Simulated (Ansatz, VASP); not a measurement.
## AgI in VASP and in Ansatz

```
CELL_PARAMETERS angstrom
4.54570 0.00000 0.00000
-2.27285 3.93669 0.00000
0.00000 0.00000 7.43130
ATOMIC_POSITIONS crystal
Ag 0.33333 0.66667 0.00245
Ag 0.66667 0.33333 0.50245
I 0.33333 0.66667 0.37745
I 0.66667 0.33333 0.87745
```

Change from the starting cell: equal strain along all axes, cell held, atoms relaxed: -3.0 %.

Alike in both runs: functional PBE; k mesh 6 × 6 × 4; occupations gaussian, width 0.02 eV; no spin polarisation.

Ansatz relaxed the structure, and its values are those at the end. VASP's run is a single point on that final structure, the one shown.

|  | VASP | Ansatz |
| --- | --- | --- |
| version | VASP 6.6.1 | Ansatz 0.2.0 |
| potentials or method | VASP PAW PBE potentials, release 64 (Ag, I), cutoff 500 eV | scalar-relativistic, plane waves, PAW |
| valence electrons in the cell | 36 | 72 |

|  | VASP | Ansatz | Ansatz less VASP |
| --- | --- | --- | --- |
| gap on the k mesh at the Fermi level (eV) | 1.37 | 1.37 | -0.003 |
| least direct gap on the mesh (eV) | 1.37 | 1.37 | -0.003 |
| pressure (GPa) | 2.9 | 3.0 | +0.07 |
| rms of the force components (eV/Å) | 0.004 | 0.004 | +0.0002 |

VASP's potentials hold 36 valence electrons a cell and Ansatz's 72, so a difference there can come from the potentials and not from the codes. Ansatz's warnings: stress scf threshold loose.

Neither program's run includes spin-orbit coupling.
